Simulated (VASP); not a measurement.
# Se (R-3) in VASP: a series of runs

Se is run at these levels: PBE; tasks: electric field gradients.

All numbers are computed with VASP 6.6.1; they aren't measurements. Logs are shortened: lines on timing, memory, paths and dates and some standing lists are left out, and cuts for length are marked.

## (1) The cell of the first run

It takes space group R-3 (No. 148, trigonal). The conventional cell has a = 11.362 Å, b = 11.362 Å, c = 4.429 Å, α = 90.00°, β = 90.00°, γ = 120.00°. Within 3.1 Å of Se (site symmetry 1) lie 2 Se at 2.36 Å.

## (2) Electric field gradients, PBE

Contents of INCAR:

```
PREC = Accurate
ENCUT = 520
EDIFF = 1E-8
ISMEAR = -1
SIGMA = 0.01
LREAL = False
LASPH = True
NELM = 80
ALGO = Normal
ISIF = 2
LWAVE = False
LCHARG = False
GGA = PE
LEFG = True
NBANDS = 27
```

Contents of KPOINTS:

```
regular mesh
0
Gamma
  6 6 6
```

Contents of POSCAR:

```
Se
1.0
    5.6809998619      3.2799267995      1.4763300000
   -5.6809998619      3.2799267995      1.4763300000
    0.0000000000     -6.5598535991      1.4763300000
Se
6
Direct
    0.2806600000      0.1625100000      0.9181800000
    0.9181800000      0.2806600000      0.1625100000
    0.1625100000      0.9181800000      0.2806600000
    0.7193400000      0.8374900000      0.0818200000
    0.0818200000      0.7193400000      0.8374900000
    0.8374900000      0.0818200000      0.7193400000
```

Potentials or basis: VASP PAW PBE potentials, release 64 (Se).

On the command line:

```sh
$ cat potpaw_PBE.64/Se/POTCAR > POTCAR
$ mpirun -np 1 vasp_std > vasp.out
```

OUTCAR:

```text
PREC = Accurate
   ENCUT = 520
   EDIFF = 1E-8
   ISMEAR = -1
   LREAL = False
   LASPH = True
   NELM = 80
   ISIF = 2
   GGA = PE

 ion  position               nearest neighbor table
   1  0.281  0.163  0.918-   5 2.36   6 2.36
   2  0.918  0.281  0.163-   4 2.36   6 2.36
   3  0.163  0.918  0.281-   4 2.36   5 2.36
   4  0.719  0.837  0.082-   2 2.36   3 2.36
   5  0.082  0.719  0.837-   1 2.36   3 2.36
   6  0.837  0.082  0.719-   1 2.36   2 2.36

  LATTYP: Found a trigonal (rhomboedric) cell.
 ALAT       =     6.7239296182
 COS(alpha) =    -0.4276877573

  Lattice vectors:

 A1 = (   5.6809998619,   3.2799267995,   1.4763300000)
 A2 = (  -5.6809998619,   3.2799267995,   1.4763300000)
 A3 = (   0.0000000000,  -6.5598535991,   1.4763300000)

Analysis of symmetry for initial positions (statically):
=====================================================================
 Subroutine PRICEL returns:
 Original cell was already a primitive cell.

 Routine SETGRP: Setting up the symmetry group for a
 trigonal (rhombohedral) supercell.

 Subroutine GETGRP returns: Found  6 space group operations
 (whereof  6 operations were pure point group operations)
 out of a pool of 12 trial point group operations.

The static configuration has the point symmetry S_6 .

Analysis of symmetry for dynamics (positions and initial velocities):
=====================================================================
 Subroutine PRICEL returns:
 Original cell was already a primitive cell.

 Routine SETGRP: Setting up the symmetry group for a
 trigonal (rhombohedral) supercell.

 Subroutine GETGRP returns: Found  6 space group operations
 (whereof  6 operations were pure point group operations)
 out of a pool of 12 trial point group operations.

The dynamic configuration has the point symmetry S_6 .

 Subroutine INISYM returns: Found  6 space group operations
 (whereof  6 operations are pure point group operations),
 and found     1 'primitive' translations

----------------------------------------------------------------------------------------

                                     Primitive cell

  volume of cell :     165.0531

  direct lattice vectors                    reciprocal lattice vectors
     5.680999862  3.279926800  1.476330000     0.088012676  0.050814142  0.225785111
    -5.680999862  3.279926800  1.476330000    -0.088012676  0.050814142  0.225785111
     0.000000000 -6.559853599  1.476330000     0.000000000 -0.101628284  0.225785111

  length of vectors
     6.723929618  6.723929618  6.723929618     0.247602958  0.247602958  0.247602958

  position of ions in fractional coordinates (direct lattice)
     0.280660000  0.162510000  0.918180000
     0.918180000  0.280660000  0.162510000
     0.162510000  0.918180000  0.280660000
     0.719340000  0.837490000  0.081820000
     0.081820000  0.719340000  0.837490000
     0.837490000  0.081820000  0.719340000

  ion indices of the primitive-cell ions
   primitive index   ion index
                 1           1
                 2           2
                 3           3
                 4           4
                 5           5
                 6           6

----------------------------------------------------------------------------------------

 KPOINTS: regular mesh

Automatic generation of k-mesh.
 Grid dimensions read from file:
 generate k-points for:    6    6    6

 Generating k-lattice:

  Cartesian coordinates                     Fractional coordinates (reciprocal lattice)
     0.014668779  0.008469024  0.037630852     0.166666667 -0.000000000 -0.000000000
    -0.014668779  0.008469024  0.037630852    -0.000000000  0.166666667 -0.000000000
[... 51 lines left out ...]
   ICHARG =      2    charge: 1-file 2-atom 10-const
   ISPIN  =      1    spin polarized calculation?
   LNONCOLLINEAR =      F non collinear calculations
   LSORBIT =      F    spin-orbit coupling
   LASPH  =      T    aspherical Exc in radial PAW
   ENCUT  =  520.0 eV  38.22 Ry    6.18 a.u.  12.50 12.50 12.50*2*pi/ulx,y,z
   NELM   =     80;   NELMIN=  2; NELMDL= -5     # of ELM steps
   EDIFF  = 0.1E-07   stopping-criterion for ELM
   LREAL  =      F    real-space projection
   EDIFFG = 0.1E-06   stopping-criterion for IOM
   NSW    =      0    number of steps for IOM
   IBRION =     -1    ionic relax: 0-MD 1-quasi-New 2-CG
   NFREE  =      0    steps in history (QN), initial steepest desc. (CG)
   ISIF   =      2    stress and relaxation
   ISYM   =      2    0-nonsym 1-usesym 2-fastsym
   POTIM  = 0.5000    time-step for ionic-motion
   TEBEG  =    0.0;   TEEND  =   0.0 temperature during run
   PSTRESS=    0.0 pullay stress
   NELECT =      36.0000    total number of electrons
   NUPDOWN=      -1.0000    fix difference up-down
   EMIN   =  10.00;   EMAX   =-10.00  energy-range for DOS
   EFERMI =   0.00;   METHOD = LEGACY
   ISMEAR =    -1;   SIGMA  =   0.01  broadening in eV -4-tet -1-fermi 0-gaus
   EFERMI_NEDOS =   21; number of points for ismear=-14 and -15
   IALGO  =     38    algorithm
   IMIX   =      4    mixing-type and parameters
     AMIX     =   0.40;   BMIX     =  1.00
     AMIX_MAG =   1.60;   BMIX_MAG =  1.00
  volume/ion in A,a.u.               =      27.51       185.64
  Fermi-wavevector in a.u.,A,eV,Ry     =   0.985450  1.862230 13.212768  0.971111
  Thomas-Fermi vector in A             =   2.116758
   LORBIT       =      0    0 simple, 1 ext, 2 COOP (PROOUT), +10 PAW based schemes
   GGA     = PE    functional components
   LHFCALC =     F    Hartree Fock is set to
   AEXX    =    0.0000 exact exchange contribution
   IVDW    =     0    specifies the selected vdW correction
   LEPSILON=     F    determine dielectric tensor
   LRPA    =     F    only Hartree local field effects (RPA)
 non-spin polarized calculation
  energy-cutoff  :      520.00
  volume of cell :      165.05
 maximum number of plane-waves:      4465
   NGX = 25   NGY = 25   NGZ = 25

 number of electron      36.0000000 magnetization

 Free energy of the ion-electron system (eV)
  ---------------------------------------------------
  ext. energy  EPLUGINS =         0.00000000
  ---------------------------------------------------
  free energy    TOTEN  =       -20.69710814 eV

  energy without entropy =      -20.69710814  energy(sigma->0) =      -20.69710814

 E-fermi :   2.6054     XC(G=0):  -8.7950

 val. band max:        2.3689588739   @ k =   0.5000   0.5000   0.5000
 cond. band min:       3.5625269215   @ k =  -0.1667   0.1667   0.1667
 fundamental gap:      1.1935680476
 Fermi energy:         2.6054402081

 k-point     1 :       0.0000    0.0000    0.0000
  band No.  band energies     occupation
      1     -13.4225      2.00000
      2     -11.6987      2.00000
      3     -11.6987      2.00000
      4      -9.4534      2.00000
      5      -9.4534      2.00000
      6      -7.7681      2.00000
[... 709 lines left out ...]
     26       8.4481      0.00000
     27       9.0125      0.00000

 [... further k-points ...]

------------------------ aborting loop because EDIFF is reached ----------------------------------------

  FORCE on cell =-STRESS in cart. coord.  units (eV):
  Direction    XX          YY          ZZ          XY          YZ          ZX
  --------------------------------------------------------------------------------------
  -------------------------------------------------------------------------------------
  Total        3.0649933      3.0649933      2.6013932      0.0000004     -0.0000000      0.0000000
  in kB       29.7520224     29.7520224     25.2518357      0.0000042     -0.0000000      0.0000000
  external PRESSURE =      28.2519602 kB  Pullay stress =       0.0000000 kB

 VOLUME and BASIS-vectors are now :
 -----------------------------------------------------------------------------
  energy-cutoff  :      520.00
  volume of cell :      165.05
      direct lattice vectors                 reciprocal lattice vectors
     5.680999862  3.279926800  1.476330000     0.088012676  0.050814142  0.225785111
    -5.680999862  3.279926800  1.476330000    -0.088012676  0.050814142  0.225785111
     0.000000000 -6.559853599  1.476330000     0.000000000 -0.101628284  0.225785111

 POSITION                                       TOTAL-FORCE (eV/Angst)
 -----------------------------------------------------------------------------------
      0.67121     -4.56956      2.00980         0.173506      0.359492      0.310251
      3.62175      2.86607      2.00980        -0.398082     -0.029485      0.310251
     -4.29296      1.70350      2.00980         0.224576     -0.330006      0.310251
     -0.67121      4.56956      2.41919        -0.173506     -0.359492     -0.310251
     -3.62175     -2.86607      2.41919         0.398082      0.029485     -0.310251
      4.29296     -1.70350      2.41919        -0.224576      0.330006     -0.310251
 -----------------------------------------------------------------------------------
    total drift:                                0.000000     -0.000000     -0.000000

  FREE ENERGIE OF THE ION-ELECTRON SYSTEM (eV)
  ---------------------------------------------------
  free  energy   TOTEN  =       -20.6971081419 eV

  energy  without entropy=      -20.6971081419  energy(sigma->0) =      -20.69710814

 Electric field gradients (V/A^2)
---------------------------------------------------------------------
 ion       V_xx      V_yy      V_zz      V_xy      V_xz      V_yz
---------------------------------------------------------------------
   1     312.401  -104.543  -207.859  -133.549   142.583   351.509
   2    -115.964   323.822  -207.859  -113.767  -375.708   -52.274
   3     115.350    92.508  -207.859   247.317   233.125  -299.235
   4     312.401  -104.543  -207.859  -133.549   142.583   351.509
   5    -115.964   323.822  -207.859  -113.767  -375.708   -52.274
   6     115.350    92.508  -207.859   247.317   233.125  -299.235
---------------------------------------------------------------------

 Electric field gradients after diagonalization (V/A^2)
 (convention: |V_zz| > |V_xx| > |V_yy|)
----------------------------------------------------------------------
 ion       V_xx      V_yy      V_zz     asymmetry (V_yy - V_xx)/ V_zz
----------------------------------------------------------------------
   1     356.683   198.715  -555.398       0.284
   2     356.683   198.715  -555.398       0.284
   3     356.683   198.715  -555.398       0.284
   4     356.683   198.715  -555.398       0.284
   5     356.683   198.715  -555.398       0.284
   6     356.683   198.715  -555.398       0.284
----------------------------------------------------------------------

           NMR quadrupolar parameters

 Cq : quadrupolar parameter    Cq=e*Q*V_zz/h
 eta: asymmetry parameters     (V_yy - V_xx)/ V_zz
 Q  : nuclear electric quadrupole moment in mb (millibarn)
----------------------------------------------------------------------
 ion       Cq(MHz)       eta       Q (mb)
----------------------------------------------------------------------
   1      -1.343       0.284       1.000
   2      -1.343       0.284       1.000
   3      -1.343       0.284       1.000
   4      -1.343       0.284       1.000
   5      -1.343       0.284       1.000
   6      -1.343       0.284       1.000
----------------------------------------------------------------------
```

Wall time 3.6 min (1 thread of Intel Xeon Platinum 8488C (Sapphire Rapids), shared host); peak memory 0.4 GiB.

What came out:

```yaml
Free_energy: -20.6971 eV
Pressure: 2.8 GPa
Largest_force: 0.506 eV/Å
Band_gap_on_the_k_mesh: 1.19 eV (least direct gap 1.43 eV)
Largest_electric_field_gradient_by_atom: Se -555.4 V/Å²
```

Forces on the atoms (eV/Å):
```
Se   0.174  0.359  0.310
Se  -0.398 -0.029  0.310
Se   0.225 -0.330  0.310
Se  -0.174 -0.359 -0.310
Se   0.398  0.029 -0.310
Se  -0.225  0.330 -0.310
```

Levels at points of the mesh, in eV from the valence-band top:
```
           k point  band 16  band 17  band 18  band 19  band 20  band 21
(0.00, 0.00, 0.00)    -0.80    -0.69    -0.69     1.74     1.74     2.58
(0.50, 0.00, 0.00)    -0.92    -0.37    -0.36     1.69     1.86     2.60
(0.50, 0.50, 0.00)    -1.17    -0.91    -0.39     1.46     1.73     2.29
(0.50, 0.50, 0.50)    -1.31    -1.31     0.00     1.43     1.43     1.88
```

Electric field gradients, principal values (V/Å²):
```tsv
atom	least	middle	greatest (by size)
1 Se	198.715	356.683	-555.398
2 Se	198.715	356.683	-555.398
3 Se	198.715	356.683	-555.398
4 Se	198.715	356.683	-555.398
5 Se	198.715	356.683	-555.398
6 Se	198.715	356.683	-555.398
```

Caveat: this functional lacks dispersion, which holds the molecules together, so the pressure and a relaxed volume are unreliable; without QUAD_EFG the Cq values of the log hold for a quadrupole moment of 1 mb, not for the nuclei. A k mesh can miss the band edges.

## (3) Electric field gradients, PBE

Contents of INCAR:

```
SYSTEM = Se
PREC = Accurate ; ENCUT = 520
EDIFF = 1E-8 ; ISMEAR = -1
SIGMA = 0.01 ; LREAL = .False.
LASPH = .True. ; NELM = 60
ALGO = Normal ; ISIF = 2
LWAVE = .False. ; LCHARG = .False.
GGA = PE ; LEFG = .True.
NBANDS = 27
```

Contents of KPOINTS:

```
regular mesh
0
Gamma
  6 6 6
  0 0 0
```

POSCAR is that of step 2.

Potentials or basis: VASP PAW PBE potentials, release 64 (Se).

On the command line:

```sh
$ cat potpaw_PBE.64/Se/POTCAR > POTCAR
$ mpirun -np 1 vasp_std > vasp.out
```

OUTCAR:

```text
SYSTEM = Se
   PREC = Accurate
   ENCUT = 520
   EDIFF = 1E-8
   ISMEAR = -1
   LREAL = .False.
   LASPH = .True.
   NELM = 60
   ISIF = 2
   GGA = PE

 ion  position               nearest neighbor table
   1  0.281  0.163  0.918-   5 2.36   6 2.36
   2  0.918  0.281  0.163-   4 2.36   6 2.36
   3  0.163  0.918  0.281-   4 2.36   5 2.36
   4  0.719  0.837  0.082-   2 2.36   3 2.36
   5  0.082  0.719  0.837-   1 2.36   3 2.36
   6  0.837  0.082  0.719-   1 2.36   2 2.36

  LATTYP: Found a trigonal (rhomboedric) cell.
 ALAT       =     6.7239296182
 COS(alpha) =    -0.4276877573

  Lattice vectors:

 A1 = (   5.6809998619,   3.2799267995,   1.4763300000)
 A2 = (  -5.6809998619,   3.2799267995,   1.4763300000)
 A3 = (   0.0000000000,  -6.5598535991,   1.4763300000)

Analysis of symmetry for initial positions (statically):
=====================================================================
 Subroutine PRICEL returns:
 Original cell was already a primitive cell.

 Routine SETGRP: Setting up the symmetry group for a
 trigonal (rhombohedral) supercell.

 Subroutine GETGRP returns: Found  6 space group operations
 (whereof  6 operations were pure point group operations)
 out of a pool of 12 trial point group operations.

The static configuration has the point symmetry S_6 .

Analysis of symmetry for dynamics (positions and initial velocities):
=====================================================================
 Subroutine PRICEL returns:
 Original cell was already a primitive cell.

 Routine SETGRP: Setting up the symmetry group for a
[... 896 lines left out ...]
  Total        3.0649933      3.0649933      2.6013932      0.0000004     -0.0000000      0.0000000
  in kB       29.7520224     29.7520224     25.2518357      0.0000042     -0.0000000      0.0000000
  external PRESSURE =      28.2519602 kB  Pullay stress =       0.0000000 kB

 VOLUME and BASIS-vectors are now :
 -----------------------------------------------------------------------------
  energy-cutoff  :      520.00
  volume of cell :      165.05
      direct lattice vectors                 reciprocal lattice vectors
     5.680999862  3.279926800  1.476330000     0.088012676  0.050814142  0.225785111
    -5.680999862  3.279926800  1.476330000    -0.088012676  0.050814142  0.225785111
     0.000000000 -6.559853599  1.476330000     0.000000000 -0.101628284  0.225785111

 POSITION                                       TOTAL-FORCE (eV/Angst)
 -----------------------------------------------------------------------------------
      0.67121     -4.56956      2.00980         0.173506      0.359492      0.310251
      3.62175      2.86607      2.00980        -0.398082     -0.029485      0.310251
     -4.29296      1.70350      2.00980         0.224576     -0.330006      0.310251
     -0.67121      4.56956      2.41919        -0.173506     -0.359492     -0.310251
     -3.62175     -2.86607      2.41919         0.398082      0.029485     -0.310251
      4.29296     -1.70350      2.41919        -0.224576      0.330006     -0.310251
 -----------------------------------------------------------------------------------
    total drift:                                0.000000     -0.000000     -0.000000

  FREE ENERGIE OF THE ION-ELECTRON SYSTEM (eV)
  ---------------------------------------------------
  free  energy   TOTEN  =       -20.6971081419 eV

  energy  without entropy=      -20.6971081419  energy(sigma->0) =      -20.69710814

 Electric field gradients (V/A^2)
---------------------------------------------------------------------
 ion       V_xx      V_yy      V_zz      V_xy      V_xz      V_yz
---------------------------------------------------------------------
   1     312.401  -104.543  -207.859  -133.549   142.583   351.509
   2    -115.964   323.822  -207.859  -113.767  -375.708   -52.274
   3     115.350    92.508  -207.859   247.317   233.125  -299.235
   4     312.401  -104.543  -207.859  -133.549   142.583   351.509
   5    -115.964   323.822  -207.859  -113.767  -375.708   -52.274
   6     115.350    92.508  -207.859   247.317   233.125  -299.235
---------------------------------------------------------------------

 Electric field gradients after diagonalization (V/A^2)
 (convention: |V_zz| > |V_xx| > |V_yy|)
----------------------------------------------------------------------
 ion       V_xx      V_yy      V_zz     asymmetry (V_yy - V_xx)/ V_zz
----------------------------------------------------------------------
   1     356.683   198.715  -555.398       0.284
   2     356.683   198.715  -555.398       0.284
   3     356.683   198.715  -555.398       0.284
   4     356.683   198.715  -555.398       0.284
   5     356.683   198.715  -555.398       0.284
   6     356.683   198.715  -555.398       0.284
----------------------------------------------------------------------

           NMR quadrupolar parameters

 Cq : quadrupolar parameter    Cq=e*Q*V_zz/h
 eta: asymmetry parameters     (V_yy - V_xx)/ V_zz
 Q  : nuclear electric quadrupole moment in mb (millibarn)
----------------------------------------------------------------------
 ion       Cq(MHz)       eta       Q (mb)
----------------------------------------------------------------------
   1      -1.343       0.284       1.000
   2      -1.343       0.284       1.000
   3      -1.343       0.284       1.000
   4      -1.343       0.284       1.000
   5      -1.343       0.284       1.000
   6      -1.343       0.284       1.000
----------------------------------------------------------------------
```

It took 3.4 min on 1 thread of Intel Xeon Platinum 8488C (Sapphire Rapids), shared host; peak memory 0.4 GiB.

What came out:

```yaml
Free_energy: -20.6971 eV
Pressure: 2.8 GPa
Largest_force: 0.506 eV/Å
Band_gap_on_the_k_mesh: 1.19 eV (least direct gap 1.43 eV)
Largest_electric_field_gradient_by_atom: Se -555.4 V/Å²
```

Forces in eV/Å, atoms in the order of the input:
```
Se   0.174  0.359  0.310
Se  -0.398 -0.029  0.310
Se   0.225 -0.330  0.310
Se  -0.174 -0.359 -0.310
Se   0.398  0.029 -0.310
Se  -0.225  0.330 -0.310
```

Stress tensor (GPa, compression positive):
```
2.98 0.00 0.00
0.00 2.98 0.00
0.00 0.00 2.53
```

Levels at points of the mesh, in eV from the valence-band top:
| k point | band 14 | band 15 | band 16 | band 17 | band 18 | band 19 | band 20 | band 21 | band 22 | band 23 |
| --- | --- | --- | --- | --- | --- | --- | --- | --- | --- | --- |
| (0.00, 0.00, 0.00) | -1.28 | -0.80 | -0.80 | -0.69 | -0.69 | 1.74 | 1.74 | 2.58 | 2.79 | 2.79 |
| (0.50, 0.00, 0.00) | -1.49 | -1.31 | -0.92 | -0.37 | -0.36 | 1.69 | 1.86 | 2.60 | 3.02 | 3.13 |
| (0.50, 0.50, 0.00) | -1.47 | -1.42 | -1.17 | -0.91 | -0.39 | 1.46 | 1.73 | 2.29 | 2.98 | 3.40 |
| (0.50, 0.50, 0.50) | -1.54 | -1.54 | -1.31 | -1.31 | 0.00 | 1.43 | 1.43 | 1.88 | 3.55 | 4.24 |

Electric field gradients, principal values (V/Å²):
```csv
atom,least,middle,greatest (by size)
1 Se,198.715,356.683,-555.398
2 Se,198.715,356.683,-555.398
3 Se,198.715,356.683,-555.398
4 Se,198.715,356.683,-555.398
5 Se,198.715,356.683,-555.398
6 Se,198.715,356.683,-555.398
```

Caveat: this functional lacks dispersion, which holds the molecules together, so the pressure and a relaxed volume are unreliable; without QUAD_EFG the Cq values of the log hold for a quadrupole moment of 1 mb, not for the nuclei. A k mesh can miss the band edges.

[end of part 1 of 2]
